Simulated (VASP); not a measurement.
# HC18Cl in VASP: a series of runs, part 2 of 2

VASP 6.6.1.

**3. Single point, PBE+D3(BJ)**

INCAR reads:

```
SYSTEM = HC18Cl
  ALGO = Normal
  EDIFF = 1E-7
  ENCUT = 520
  GGA = PE
  ISIF = 2
  ISMEAR = -1
  IVDW = 12
  LASPH = .TRUE.
  LCHARG = .FALSE.
  LREAL = Auto
  LWAVE = .FALSE.
  NBANDS = 56
  NELM = 80
  PREC = Accurate
  SIGMA = 0.02
```

KPOINTS reads:

```
k-points
0
G
  2 2 1
  0 0 0
```

POSCAR reads:

```
HC18Cl
1.0
    7.3980000000      0.0000000000      0.0000000000
   -3.6990000000      6.4068560000      0.0000000000
    0.0000000000      0.0000000000     11.0000000000
C Cl H
18 1 1
Direct
   -0.0003683261     -0.0049859088      0.0887719091
    0.2193367833      0.1050533990      0.0888607273
   -0.0016153455      0.3265533048      0.0888172727
    0.2208242859      0.4376580338      0.0887669091
   -0.0026813562      0.6609681878      0.0891039091
    0.2216315111      0.7730872990      0.0891308182
    0.3314926927     -0.0071746579      0.0891318182
    0.5538536776      0.1040777255      0.0891792727
    0.3305885212      0.3275979669      0.0888947273
    0.5549522672      0.4397653077      0.0891947273
    0.3328054212      0.6619330917      0.0890710909
    0.5525656138      0.7717070588      0.0891787273
    0.6635641481     -0.0059757859      0.0891439091
    0.8882430277      0.1062800537      0.0889951818
    0.6661225897      0.3285817568      0.0891602727
    0.8859788592      0.4386397946      0.0890349091
    0.6648454726      0.6595273875      0.0891929091
    0.8873106042      0.7707434036      0.0890710000
    1.0180538555      0.1966554266      0.4105300909
    0.9682161355      0.1882692541      0.2967698182
```

Potentials or basis: VASP PAW PBE potentials, release 64 (C, Cl, H).

On the command line:

```sh
$ cat potpaw_PBE.64/C/POTCAR potpaw_PBE.64/Cl/POTCAR potpaw_PBE.64/H/POTCAR > POTCAR
$ mpirun -np 1 vasp_std > vasp.out
```

OUTCAR:

```text
SYSTEM = HC18Cl
   EDIFF = 1E-7
   ENCUT = 520
   GGA = PE
   ISIF = 2
   ISMEAR = -1
   IVDW = 12
   LASPH = .TRUE.
   LREAL = Auto
   NELM = 80
   PREC = Accurate
 IVDW          = 12

 ion  position               nearest neighbor table
   1  1.000  0.995  0.089-   2 1.41  14 1.43  18 1.44
   2  0.219  0.105  0.089-   1 1.41   9 1.43   7 1.44
   3  0.998  0.327  0.089-  14 1.41   4 1.43  16 1.44
   4  0.221  0.438  0.089-   9 1.41   3 1.43  11 1.44
   5  0.997  0.661  0.089-  18 1.41  16 1.42   6 1.44
   6  0.222  0.773  0.089-   7 1.41  11 1.42   5 1.44
[... 10 lines left out ...]
  17  0.665  0.660  0.089-  10 1.41  18 1.43  12 1.44
  18  0.887  0.771  0.089-   5 1.41  17 1.43   1 1.44
  19  0.018  0.197  0.411-  20 1.30
  20  0.968  0.188  0.297-  19 1.30

  LATTYP: Found a hexagonal cell.
 ALAT       =     7.3980000000
 C/A-ratio  =     1.4868883482

  Lattice vectors:

 A1 = (   7.3980000000,   0.0000000000,   0.0000000000)
 A2 = (  -3.6990000000,   6.4068560000,   0.0000000000)
 A3 = (   0.0000000000,   0.0000000000,  11.0000000000)

Analysis of symmetry for initial positions (statically):
=====================================================================
 Subroutine PRICEL returns:
 Original cell was already a primitive cell.

 Routine SETGRP: Setting up the symmetry group for a
 hexagonal supercell.

 Subroutine GETGRP returns: Found  1 space group operations
 (whereof  1 operations were pure point group operations)
 out of a pool of 24 trial point group operations.

The static configuration has the point symmetry C_1 .

Analysis of symmetry for dynamics (positions and initial velocities):
=====================================================================
 Subroutine PRICEL returns:
 Original cell was already a primitive cell.

[... 143 lines left out ...]
  volume/ion in A,a.u.               =      26.07       175.92
  Fermi-wavevector in a.u.,A,eV,Ry     =   0.876437  1.656226 10.451210  0.768142
  Thomas-Fermi vector in A             =   1.996247
   LORBIT       =      0    0 simple, 1 ext, 2 COOP (PROOUT), +10 PAW based schemes
   GGA     = PE    functional components
   LHFCALC =     F    Hartree Fock is set to
   AEXX    =    0.0000 exact exchange contribution
   IVDW    =    12    specifies the selected vdW correction
   LEPSILON=     F    determine dielectric tensor
   LRPA    =     F    only Hartree local field effects (RPA)
 non-spin polarized calculation
  energy-cutoff  :      520.00
  volume of cell :      521.38
 maximum number of plane-waves:     14099
 NGX is ok and might be reduce to    56
   NGX = 27   NGY = 27   NGZ = 41

 number of electron      79.9999996 magnetization

 Free energy of the ion-electron system (eV)
  ---------------------------------------------------
  ext. energy  EPLUGINS =         0.00000000
  ---------------------------------------------------
  free energy    TOTEN  =      -171.73986232 eV

  energy without entropy =     -171.73873468  energy(sigma->0) =     -171.73929850

 E-fermi :  -1.4203     XC(G=0):  -4.6278

 val. band max:       -1.5165579837   @ k =   0.0000   0.0000   0.0000
 cond. band min:      -1.3209262179   @ k =   0.0000   0.0000   0.0000
 fundamental gap:      0.1956317658
 Fermi energy:        -1.4203081434

 k-point     1 :       0.0000    0.0000    0.0000
  band No.  band energies     occupation
      1     -20.9441      2.00000
      2     -18.4576      2.00000
      3     -18.4146      2.00000
      4     -18.3733      2.00000
      5     -18.3548      2.00000
      6     -18.2862      2.00000
[... 209 lines left out ...]
     51       4.6069      0.00000
     52       4.6541      0.00000
 [bands above 52 left out]

------------------------ aborting loop because EDIFF is reached ----------------------------------------

 Edisp (eV)   -1.77545

 E8    (eV) :    -0.5434

  FORCE on cell =-STRESS in cart. coord.  units (eV):
  Direction    XX          YY          ZZ          XY          YZ          ZX
  --------------------------------------------------------------------------------------
  -------------------------------------------------------------------------------------
  Total       1.08494     1.14221    -0.34526    -0.00809     0.00030    -0.04030
  in kB       3.33399     3.50999    -1.06098    -0.02485     0.00093    -0.12386
  external pressure =        1.93 kB  Pullay stress =        0.00 kB

 VOLUME and BASIS-vectors are now :
 -----------------------------------------------------------------------------
  energy-cutoff  :      520.00
  volume of cell :      521.38
      direct lattice vectors                 reciprocal lattice vectors
     7.398000000  0.000000000  0.000000000     0.135171668  0.078041398  0.000000000
    -3.699000000  6.406856000  0.000000000     0.000000000  0.156082796  0.000000000
     0.000000000  0.000000000 11.000000000     0.000000000  0.000000000  0.090909091

 POSITION                                       TOTAL-FORCE (eV/Angst)
 -----------------------------------------------------------------------------------
      3.71472      6.37491      0.97649        -0.027153      0.013464     -0.002339
      1.23406      0.67306      0.97747         0.017152      0.027533     -0.000069
      6.17813      2.09218      0.97699        -0.004271     -0.020631      0.002837
      0.01476      2.80401      0.97644         0.021428     -0.006402      0.001002
      4.93324      4.23473      0.98014        -0.009339     -0.012317     -0.001229
     -1.22002      4.95306      0.98044         0.008456      0.001213      0.002610
[... 12 lines left out ...]
     -0.59387      1.25994      4.51583        -0.037617     -0.005915     -0.139569
      6.46645      1.20621      3.26447         0.037745      0.007227      0.141708
 -----------------------------------------------------------------------------------
    total drift:                                0.005585     -0.003101      0.009805

  FREE ENERGIE OF THE ION-ELECTRON SYSTEM (eV)
  ---------------------------------------------------
  free  energy   TOTEN  =      -173.5153103689 eV

  energy  without entropy=     -173.5141827338  energy(sigma->0) =     -173.51474655
```

stdout:

```text
POSCAR found type information on POSCAR C ClH
 POSCAR found :  3 types and      20 ions
 scaLAPACK will be used
 LDA part: xc-table for (Slater+PW92), standard interpolation
 POSCAR, INCAR and KPOINTS ok, starting setup
 FFT: planning ... GRIDC
 FFT: planning ... GRID_SOFT
 FFT: planning ... GRID
 WAVECAR not read
 entering main loop
```

Wall time 2 min (1 thread of Intel Xeon 6975P-C (Granite Rapids), shared host); peak memory 0.61 GiB.

What came out:

* Free energy: -173.5153 eV
* Largest force: 0.147 eV/Å
* Band gap on the k mesh: 0.20 eV, direct
* Dispersion energy per atom: -0.089 eV

Forces on the atoms (eV/Å):
```
C   -0.027  0.013 -0.002
C    0.017  0.028  0.000
C   -0.004 -0.021  0.003
C    0.021 -0.006  0.001
C   -0.009 -0.012 -0.001
C    0.008  0.001  0.003
C   -0.005  0.018  0.000
C   -0.009  0.016 -0.001
C   -0.006 -0.010  0.002
C    0.003 -0.018 -0.002
C   -0.001 -0.007 -0.001
C    0.018 -0.006  0.000
C    0.024  0.010  0.000
C   -0.005  0.005 -0.003
C    0.012 -0.003 -0.001
C   -0.014 -0.021  0.000
C    0.004  0.026 -0.001
C   -0.025 -0.014  0.001
Cl  -0.038 -0.006 -0.140
H    0.038  0.007  0.142
```

Levels at points of the mesh, in eV from the valence-band top:
```csv
k point,band 37,band 38,band 39,band 40,band 41,band 42,band 43,band 44
"(0.00, 0.00, 0.00)",-2.95,-2.95,-0.04,0.00,0.20,0.22,3.24,4.58
"(0.50, 0.00, 0.00)",-2.56,-2.52,-2.51,-2.26,1.77,2.54,2.59,2.62
"(0.00, 0.50, 0.00)",-2.56,-2.54,-2.52,-2.25,1.75,2.55,2.58,2.64
"(0.50, 0.50, 0.00)",-2.56,-2.52,-2.52,-2.26,1.77,2.53,2.59,2.64
```

Caveat: the k points lie up to 0.49 Å⁻¹ apart.

**4. Single point, PBE+D3(BJ)**

INCAR reads:

```
PREC = Accurate
ENCUT = 520
EDIFF = 1E-6
ISMEAR = -1
SIGMA = 0.02
LREAL = Auto
LASPH = T
NELM = 100
ALGO = Normal
ISIF = 2
LWAVE = F
LCHARG = T
GGA = PE
IVDW = 12
LELF = T
LVHAR = T
NBANDS = 56
```

KPOINTS reads:

```
Automatic mesh
0
Gamma
  2 2 1
```

POSCAR reads:

```
HC18Cl
1.0
    7.3980000000      0.0000000000      0.0000000000
   -3.6990000000      6.4068560000      0.0000000000
    0.0000000000      0.0000000000     11.0000000000
C Cl H
18 1 1
Direct
   -0.0005136692     -0.0049359624      0.0889382727
    0.2195107794      0.1051910641      0.0890720909
   -0.0014904939      0.3263558600      0.0886806364
    0.2207854263      0.4374532532      0.0887165455
   -0.0028051557      0.6606930139      0.0889961818
    0.2218295661      0.7729535360      0.0891148182
    0.3318303502     -0.0070657121      0.0892393636
    0.5537965459      0.1039210184      0.0890880909
    0.3305942438      0.3273131158      0.0889792727
    0.5551695248      0.4396256136      0.0891318182
    0.3328561140      0.6619563480      0.0890003636
    0.5528374487      0.7718322372      0.0890939091
    0.6636821033     -0.0061662070      0.0889488182
    0.8883211750      0.1059635178      0.0886856364
    0.6660784296      0.3285521011      0.0889909091
    0.8860405622      0.4387164313      0.0887168182
    0.6651576846      0.6595884159      0.0891350000
    0.8871105995      0.7705534509      0.0890991818
    0.9949285297      0.2760936097      0.4131101818
    0.9900011112      0.2770338525      0.2952619091
```

On the command line:

```sh
$ cat potpaw_PBE.64/C/POTCAR potpaw_PBE.64/Cl/POTCAR potpaw_PBE.64/H/POTCAR > POTCAR
$ mpirun -np 1 vasp_std > vasp.out
```

Wall time 2 min (1 thread of Intel Xeon 6975P-C (Granite Rapids), shared host); peak memory 0.61 GiB.

Results (log left out):

| Quantity | Value |
| --- | --- |
| Free energy | -173.5141 eV |
| Largest force | 0.128 eV/Å |
| Band gap on the k mesh | 0.19 eV, direct |
| Dispersion energy per atom | -0.089 eV |

Forces on the atoms (eV/Å):
```
C    0.005  0.001  0.000
C    0.007  0.004 -0.001
C    0.003  0.003  0.002
C    0.009 -0.002 -0.002
C    0.006  0.001 -0.001
C   -0.009  0.005 -0.002
C   -0.007 -0.002  0.001
C   -0.005  0.006 -0.001
C    0.000  0.007 -0.002
C   -0.010 -0.008  0.000
C   -0.005 -0.009 -0.001
C    0.007 -0.004  0.002
C    0.003 -0.001  0.001
C   -0.002  0.007  0.000
C    0.006 -0.005  0.001
C    0.004 -0.009  0.001
C   -0.007  0.004 -0.001
C   -0.007  0.002  0.001
Cl  -0.002  0.000 -0.125
H    0.003 -0.003  0.128
```

Levels at points of the mesh, in eV from the valence-band top:
| k point | band 36 | band 37 | band 38 | band 39 | band 40 | band 41 | band 42 | band 43 | band 44 | band 45 |
| --- | --- | --- | --- | --- | --- | --- | --- | --- | --- | --- |
| (0.00, 0.00, 0.00) | -3.11 | -2.95 | -2.94 | -0.04 | 0.00 | 0.19 | 0.22 | 3.26 | 4.58 | 4.75 |
| (0.50, 0.00, 0.00) | -2.60 | -2.57 | -2.52 | -2.51 | -2.26 | 1.77 | 2.53 | 2.59 | 2.64 | 2.66 |
| (0.00, 0.50, 0.00) | -2.58 | -2.57 | -2.54 | -2.51 | -2.26 | 1.75 | 2.53 | 2.58 | 2.64 | 2.68 |
| (0.50, 0.50, 0.00) | -2.61 | -2.56 | -2.53 | -2.51 | -2.26 | 1.77 | 2.55 | 2.58 | 2.62 | 2.67 |

Caveat: the k points lie up to 0.49 Å⁻¹ apart.
